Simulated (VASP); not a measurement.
# Lu (P6_3/mmc) in VASP: a series of runs

The runs below take Lu through single point, relaxation of volume and atoms at fixed shape, with r2SCAN.

Program: VASP 6.6.1. These are calculated values, not measurements. Logs are shortened: lines on timing, memory, paths and dates and some standing lists are left out, and cuts for length are marked.

**1. The cell of the first run**

Symmetry: P6_3/mmc, No. 194, hexagonal system. Conventional cell: a = 3.479 Å, b = 3.479 Å, c = 5.512 Å, α = 90.00°, β = 90.00°, γ = 120.00°. Within 4.5 Å of Lu (site symmetry -6m2) lie 12 Lu at 3.41 to 3.48 Å.

**2. Single point, r2SCAN**

POSCAR

```
Lu
1.0
    3.4785379348      0.0000000000      0.0000000000
   -1.7392689674      3.0125022196      0.0000000000
    0.0000000000      0.0000000000      5.5119830017
Lu
2
Direct
    0.3333333333      0.6666666667      0.2500000000
    0.6666666667      0.3333333333      0.7500000000
```

INCAR.step1

```
SYSTEM = Lu
ALGO     = Normal         ! electronic algorithm
EDIFF    = 1E-4           ! SCF threshold, eV
ENCUT    = 520            ! plane-wave cutoff, eV
GGA      = PE             ! functional
ISMEAR   = -1             ! smearing method
LASPH    = .TRUE.         ! aspherical terms in the spheres
LCHARG   = .FALSE.        ! write CHGCAR
LREAL    = .FALSE.        ! projectors in reciprocal space
LWAVE    = .TRUE.         ! write WAVECAR
NBANDS   = 32             ! bands
NELM     = 60             ! most SCF steps
PREC     = Accurate       ! precision mode
SIGMA    = 0.05           ! smearing width, eV
```

INCAR.step2

```
SYSTEM = Lu
ALGO     = Normal         ! electronic algorithm
EDIFF    = 1E-7           ! SCF threshold, eV
ENCUT    = 520            ! plane-wave cutoff, eV
ISIF     = 2              ! what is computed and relaxed
ISMEAR   = -1             ! smearing method
ISTART   = 1            
LASPH    = .TRUE.         ! aspherical terms in the spheres
LCHARG   = .FALSE.        ! write CHGCAR
LMIXTAU  = .TRUE.       
LREAL    = .FALSE.        ! projectors in reciprocal space
LWAVE    = .FALSE.        ! write WAVECAR
METAGGA  = R2SCAN         ! meta-GGA
NBANDS   = 32             ! bands
NELM     = 60             ! most SCF steps
PREC     = Accurate       ! precision mode
SIGMA    = 0.05           ! smearing width, eV
```

KPOINTS

```
k-points
0
G
  7 7 4
  0 0 0
```

Potentials or basis: VASP PAW PBE potentials, release 64 (Lu).

On the command line:

```
$ cat potpaw_PBE.64/Lu/POTCAR > POTCAR
$ cp INCAR.step1 INCAR
$ mpirun -np 1 vasp_std > vasp.out
$ cp INCAR.step2 INCAR
$ mpirun -np 1 vasp_std > vasp.out
```

OUTCAR:

```text
SYSTEM = Lu
   EDIFF = 1E-7
   ENCUT = 520
   ISIF = 2
   ISMEAR = -1
   ISTART = 1
   LASPH = .TRUE.
   LREAL = .FALSE.
   METAGGA = R2SCAN
   NELM = 60
   PREC = Accurate

 ion  position               nearest neighbor table
   1  0.333  0.667  0.250-   2 3.41   2 3.41   2 3.41   2 3.41   2 3.41   2 3.41
   2  0.667  0.333  0.750-   1 3.41   1 3.41   1 3.41   1 3.41   1 3.41   1 3.41

  LATTYP: Found a hexagonal cell.
 ALAT       =     3.4785379348
 C/A-ratio  =     1.5845688922

  Lattice vectors:

 A1 = (   3.4785379348,   0.0000000000,   0.0000000000)
 A2 = (  -1.7392689674,   3.0125022196,   0.0000000000)
 A3 = (   0.0000000000,   0.0000000000,   5.5119830017)

Analysis of symmetry for initial positions (statically):
=====================================================================
 Subroutine PRICEL returns:
 Original cell was already a primitive cell.

 Routine SETGRP: Setting up the symmetry group for a
 hexagonal supercell.

 Subroutine GETGRP returns: Found 24 space group operations
 (whereof 12 operations were pure point group operations)
 out of a pool of 24 trial point group operations.

The static configuration has the point symmetry D_3d.
 The point group associated with its full space group is D_6h.

Analysis of symmetry for dynamics (positions and initial velocities):
=====================================================================
 Subroutine PRICEL returns:
 Original cell was already a primitive cell.

 Routine SETGRP: Setting up the symmetry group for a
 hexagonal supercell.

 Subroutine GETGRP returns: Found 24 space group operations
 (whereof 12 operations were pure point group operations)
 out of a pool of 24 trial point group operations.

The dynamic configuration has the point symmetry D_3d.
 The point group associated with its full space group is D_6h.

 Subroutine INISYM returns: Found 24 space group operations
 (whereof 12 operations are pure point group operations),
 and found     1 'primitive' translations

----------------------------------------------------------------------------------------

                                     Primitive cell

  volume of cell :      57.7606

  direct lattice vectors                    reciprocal lattice vectors
     3.478537935  0.000000000  0.000000000     0.287477101  0.165974981  0.000000000
    -1.739268967  3.012502220  0.000000000     0.000000000  0.331949963  0.000000000
     0.000000000  0.000000000  5.511983002     0.000000000  0.000000000  0.181422911

  length of vectors
     3.478537935  3.478537935  5.511983002     0.331949963  0.331949963  0.181422911

  position of ions in fractional coordinates (direct lattice)
     0.333333333  0.666666667  0.250000000
     0.666666667  0.333333333  0.750000000

  ion indices of the primitive-cell ions
   primitive index   ion index
                 1           1
                 2           2

----------------------------------------------------------------------------------------

 KPOINTS: k-points

Automatic generation of k-mesh.
 Grid dimensions read from file:
 generate k-points for:    7    7    4

 Generating k-lattice:

  Cartesian coordinates                     Fractional coordinates (reciprocal lattice)
     0.041068157  0.023710712  0.000000000     0.142857143  0.000000000  0.000000000
     0.000000000  0.047421423  0.000000000     0.000000000  0.142857143  0.000000000
     0.000000000  0.000000000  0.045355728     0.000000000  0.000000000  0.250000000

  Length of vectors
     0.047421423  0.047421423  0.045355728

  Shift w.r.t. Gamma in fractional coordinates (k-lattice)
     0.000000000  0.000000000  0.000000000

 Subroutine IBZKPT returns following result:
 ===========================================

 Found     24 irreducible k-points:

 Following reciprocal coordinates:
            Coordinates               Weight
  0.000000  0.000000  0.000000      1.000000
  0.142857  0.000000  0.000000      6.000000
  0.285714  0.000000  0.000000      6.000000
  0.428571  0.000000  0.000000      6.000000
  0.142857  0.142857  0.000000      6.000000
  0.285714  0.142857  0.000000     12.000000
[... 16 lines left out ...]
  0.428571  0.142857  0.500000      6.000000
  0.285714  0.285714  0.500000      6.000000
   k-points           NKPTS =     24   k-points in BZ     NKDIM =     24   number of bands    NBANDS=     32
   number of dos      NEDOS =    301   number of ions     NIONS =      2
   total plane-waves  NPLWV =  32928
   dimension x,y,z NGX =    28 NGY =   28 NGZ =   42
   dimension x,y,z NGXF=    56 NGYF=   56 NGZF=   84
   ions per type =               2
   NGX,Y,Z   is equivalent  to a cutoff of  13.38, 13.38, 12.67 a.u.
   NGXF,Y,Z  is equivalent  to a cutoff of  26.76, 26.76, 25.34 a.u.
 SYSTEM =  Lu
   PREC   = accura    normal or accurate (medium, high low for compatibility)
   ISTART =      1    job   : 0-new  1-cont  2-samecut
   ICHARG =      0    charge: 1-file 2-atom 10-const
   ISPIN  =      1    spin polarized calculation?
   LNONCOLLINEAR =      F non collinear calculations
   LSORBIT =      F    spin-orbit coupling
   LASPH  =      T    aspherical Exc in radial PAW
   ENCUT  =  520.0 eV  38.22 Ry    6.18 a.u.   6.47  6.47 10.25*2*pi/ulx,y,z
   NELM   =     60;   NELMIN=  2; NELMDL=  0     # of ELM steps
   EDIFF  = 0.1E-06   stopping-criterion for ELM
   LREAL  =      F    real-space projection
   EDIFFG = 0.1E-05   stopping-criterion for IOM
   NSW    =      0    number of steps for IOM
   IBRION =     -1    ionic relax: 0-MD 1-quasi-New 2-CG
   NFREE  =      0    steps in history (QN), initial steepest desc. (CG)
   ISIF   =      2    stress and relaxation
   ISYM   =      2    0-nonsym 1-usesym 2-fastsym
   POTIM  = 0.5000    time-step for ionic-motion
   TEBEG  =    0.0;   TEEND  =   0.0 temperature during run
   PSTRESS=    0.0 pullay stress
   NELECT =      50.0000    total number of electrons
   NUPDOWN=      -1.0000    fix difference up-down
   EMIN   =  10.00;   EMAX   =-10.00  energy-range for DOS
   EFERMI =   0.00;   METHOD = LEGACY
   ISMEAR =    -1;   SIGMA  =   0.05  broadening in eV -4-tet -1-fermi 0-gaus
   EFERMI_NEDOS =   21; number of points for ismear=-14 and -15
   IALGO  =     38    algorithm
   IMIX   =      4    mixing-type and parameters
     AMIX     =   0.40;   BMIX     =  1.00
     AMIX_MAG =   1.60;   BMIX_MAG =  1.00
  volume/ion in A,a.u.               =      28.88       194.89
  Fermi-wavevector in a.u.,A,eV,Ry     =   1.560226  2.948400 33.120731  2.434305
  Thomas-Fermi vector in A             =   2.663469
   LORBIT       =      0    0 simple, 1 ext, 2 COOP (PROOUT), +10 PAW based schemes
   METAGGA = R2SCAN    functional components
   LHFCALC =     F    Hartree Fock is set to
   AEXX    =    0.0000 exact exchange contribution
   IVDW    =     0    specifies the selected vdW correction
   LEPSILON=     F    determine dielectric tensor
   LRPA    =     F    only Hartree local field effects (RPA)
 non-spin polarized calculation
  energy-cutoff  :      520.00
  volume of cell :       57.76
 maximum number of plane-waves:      1581
 NGX is ok and might be reduce to    28
   NGX = 13   NGY = 13   NGZ = 21

 number of electron      49.9999995 magnetization

 Free energy of the ion-electron system (eV)
  ---------------------------------------------------
  ext. energy  EPLUGINS =         0.00000000
  ---------------------------------------------------
  free energy    TOTEN  =       -76.13338012 eV

  energy without entropy =      -76.10967656  energy(sigma->0) =      -76.12152834

 E-fermi :   2.1843     XC(G=0): -11.6438

 val. band max:        2.1205266148   @ k =   0.1429   0.1429   0.2500
 cond. band min:       2.2243820483   @ k =   0.2857   0.2857   0.5000
 fundamental gap:      0.1038554335
 Fermi energy:         2.1842710424

 k-point     1 :       0.0000    0.0000    0.0000
  band No.  band energies     occupation
      1     -55.6574      2.00000
      2     -55.6197      2.00000
      3     -25.9556      2.00000
      4     -25.4996      2.00000
      5     -25.4996      2.00000
      6     -25.4187      2.00000
[... 24 lines left out ...]
     31       6.1124      0.00000
     32       6.1124      0.00000

 k-point     2 :       0.1429    0.0000    0.0000
  band No.  band energies     occupation
      1     -55.6521      2.00000
      2     -55.6177      2.00000
      3     -25.9218      2.00000
      4     -25.5684      2.00000
      5     -25.5223      2.00000
      6     -25.4902      2.00000
[... 24 lines left out ...]
     31       5.6558      0.00000
     32       5.9156      0.00000

 k-point     3 :       0.2857    0.0000    0.0000
  band No.  band energies     occupation
      1     -55.6395      2.00000
      2     -55.6141      2.00000
      3     -25.8343      2.00000
      4     -25.7242      2.00000
      5     -25.6425      2.00000
      6     -25.5703      2.00000
[... 24 lines left out ...]
     31       6.7130      0.00000
     32       7.1941      0.00000

 k-point     4 :       0.4286    0.0000    0.0000
  band No.  band energies     occupation
      1     -55.6277      2.00000
      2     -55.6130      2.00000
      3     -25.8495      2.00000
      4     -25.7576      2.00000
      5     -25.7374      2.00000
      6     -25.6070      2.00000
[... 24 lines left out ...]
     31       8.4913      0.00000
     32       8.7283      0.00000

 k-point     5 :       0.1429    0.1429    0.0000
  band No.  band energies     occupation
      1     -55.6432      2.00000
      2     -55.6150      2.00000
      3     -25.8608      2.00000
      4     -25.6546      2.00000
      5     -25.6326      2.00000
      6     -25.5356      2.00000
[... 584 lines left out ...]
     31       7.6134      0.00000
     32       7.6134      0.00000

 k-point    22 :       0.2857    0.1429    0.5000
  band No.  band energies     occupation
      1     -55.6218      2.00000
      2     -55.6218      2.00000
      3     -25.8443      2.00000
      4     -25.8443      2.00000
      5     -25.5927      2.00000
      6     -25.5927      2.00000
[... 24 lines left out ...]
     31       8.1105      0.00000
     32       8.1105      0.00000

 k-point    23 :       0.4286    0.1429    0.5000
  band No.  band energies     occupation
      1     -55.6185      2.00000
      2     -55.6185      2.00000
      3     -25.8865      2.00000
      4     -25.8865      2.00000
      5     -25.6165      2.00000
      6     -25.6165      2.00000
[... 24 lines left out ...]
     31       8.5317      0.00000
     32       8.5317      0.00000

 k-point    24 :       0.2857    0.2857    0.5000
  band No.  band energies     occupation
      1     -55.6177      2.00000
      2     -55.6177      2.00000
      3     -25.8486      2.00000
      4     -25.8486      2.00000
      5     -25.6820      2.00000
      6     -25.6820      2.00000
[... 24 lines left out ...]
     31       8.2657      0.00000
     32       8.2657      0.00000

------------------------ aborting loop because EDIFF is reached ----------------------------------------

  FORCE on cell =-STRESS in cart. coord.  units (eV):
  Direction    XX          YY          ZZ          XY          YZ          ZX
  --------------------------------------------------------------------------------------
  -------------------------------------------------------------------------------------
  Total        0.3487032      0.3487032     -0.3323781      0.0000000      0.0000000      0.0000000
  in kB        9.6724059      9.6724059     -9.2195774      0.0000000      0.0000000      0.0000000
  external PRESSURE =       3.3750781 kB  Pullay stress =       0.0000000 kB

 VOLUME and BASIS-vectors are now :
 -----------------------------------------------------------------------------
  energy-cutoff  :      520.00
  volume of cell :       57.76
      direct lattice vectors                 reciprocal lattice vectors
     3.478537935  0.000000000  0.000000000     0.287477101  0.165974981  0.000000000
    -1.739268967  3.012502220  0.000000000     0.000000000  0.331949963  0.000000000
     0.000000000  0.000000000  5.511983002     0.000000000  0.000000000  0.181422911

 POSITION                                       TOTAL-FORCE (eV/Angst)
 -----------------------------------------------------------------------------------
     -0.00000      2.00833      1.37800        -0.000000      0.000000      0.000000
      1.73927      1.00417      4.13399         0.000000     -0.000000      0.000000
 -----------------------------------------------------------------------------------
    total drift:                               -0.000000      0.000000     -0.000000

  FREE ENERGIE OF THE ION-ELECTRON SYSTEM (eV)
  ---------------------------------------------------
  free  energy   TOTEN  =       -76.1333801233 eV

  energy  without entropy=      -76.1096765609  energy(sigma->0) =      -76.12152834
```

Run time: 1.8 min. Hardware: 1 thread of Intel Xeon 6975P-C (Granite Rapids), shared host; peak memory 0.21 GiB.

What came out:

* Free energy: -76.1334 eV
* Pressure: 0.3 GPa
* Band gap on the k mesh: zero (bands 25 and 26 overlap by 1.86 eV)

Stress tensor (GPa, compression positive):
```
 0.97  0.00  0.00
 0.00  0.97  0.00
 0.00  0.00 -0.92
```

Levels at points of the mesh, in eV from the Fermi level:
```csv
k point,band 22,band 23,band 24,band 25,band 26,band 27
"(0.00, 0.00, 0.00)",-5.01,-5.00,-2.46,0.47,2.49,2.49
"(0.00, 0.00, 0.50)",-5.01,-4.58,-4.58,1.29,1.29,2.43
```

Caveat: the PAW data sets were made with another functional, which shifts forces and pressure a little; spin-orbit coupling is left out, which moves the levels of the heavy elements.

**3. Relaxation of volume and atoms at fixed shape, r2SCAN**

This run uses another cell than the first one, of 29.50 Å³/atom.

POSCAR

```
Lu
1.0
    3.5031000000      0.0000000000      0.0000000000
   -1.7515500000      3.0337700000      0.0000000000
    0.0000000000      0.0000000000      5.5509000000
Lu
2
Direct
    0.3333333333      0.6666666667      0.2500000000
    0.6666666667      0.3333333333      0.7500000000
```

INCAR.step1

```
  PREC = Accurate
  ENCUT = 600
  ISMEAR = -1
  SIGMA = 0.05
  LREAL = F
  LASPH = T
  NELM = 80
  GGA = PE
  ALGO = Normal
  EDIFF = 1E-4
  LWAVE = T
  LCHARG = F
```

INCAR.step2

```
  PREC = Accurate
  ENCUT = 600
  EDIFF = 1E-6
  ISMEAR = -1
  SIGMA = 0.05
  LREAL = F
  LASPH = T
  NELM = 80
  ALGO = Normal
  ISIF = 8
  LWAVE = F
  LCHARG = F
  METAGGA = R2SCAN
  LMIXTAU = T
  IBRION = 2
  NSW = 80
  EDIFFG = -0.02
  ISTART = 1
```

KPOINTS

```
Automatic mesh
0
Gamma
  7 7 4
```

Potentials or basis: VASP PAW PBE potentials, release 64 (Lu).

On the command line:

```
$ cat potpaw_PBE.64/Lu/POTCAR > POTCAR
$ cp INCAR.step1 INCAR
$ mpirun -np 1 vasp_std > vasp.out
$ cp INCAR.step2 INCAR
$ mpirun -np 1 vasp_std > vasp.out
```

Wall time 3.1 min (1 thread of Intel Xeon 6975P-C (Granite Rapids), shared host); peak memory 0.22 GiB.

The run converged. Its results:

| Property | Result |
| --- | --- |
| Free energy | -76.1359 eV |
| Relaxed volume | 29.08 Å³/atom |
| Relaxed cell | a = 3.487 Å, b = 3.487 Å, c = 5.525 Å, α = 90.00°, β = 90.00°, γ = 120.00° |
| Space group after relaxing (to 0.1 Å) | P6_3/mmc (No. 194) |
| Energy gained by relaxing | 0.3 meV/atom |
| Ionic steps | 2 |
| Pressure after relaxing | 0.1 GPa |
| Band gap on the k mesh | zero (bands 25 and 26 overlap by 1.86 eV) |

Stress tensor (GPa, compression positive):
```
 0.65  0.00  0.00
 0.00  0.65  0.00
 0.00  0.00 -1.14
```

Step by step:
```
step  energy change (eV)  largest force (eV/Å)  pressure (GPa)  volume (Å³)
   1              0.0000                0.0000           -0.53        58.99
   2             -0.0006                0.0000            0.06        58.17
```

Final structure:
```xyz
2
Lattice="3.4867 0.0000 0.0000 -1.7434 3.0196 0.0000 0.0000 0.0000 5.5250" Properties=species:S:1:pos:R:3 pbc="T T T"
Lu    0.0000    2.0131    1.3812
Lu    1.7434    1.0065    4.1437
```

Levels at points of the mesh, in eV from the Fermi level:
| k point | band 20 | band 21 | band 22 | band 23 | band 24 | band 25 | band 26 | band 27 | band 28 | band 29 |
| --- | --- | --- | --- | --- | --- | --- | --- | --- | --- | --- |
| (0.00, 0.00, 0.00) | -5.04 | -5.04 | -5.02 | -5.02 | -2.44 | 0.44 | 2.49 | 2.49 | 2.81 | 3.25 |
| (0.00, 0.00, 0.50) | -5.04 | -5.02 | -5.02 | -4.57 | -4.57 | 1.29 | 1.29 | 2.42 | 2.42 | 2.42 |

Caveat: the PAW data sets were made with another functional, which shifts forces and pressure a little; spin-orbit coupling is left out, which moves the levels of the heavy elements.
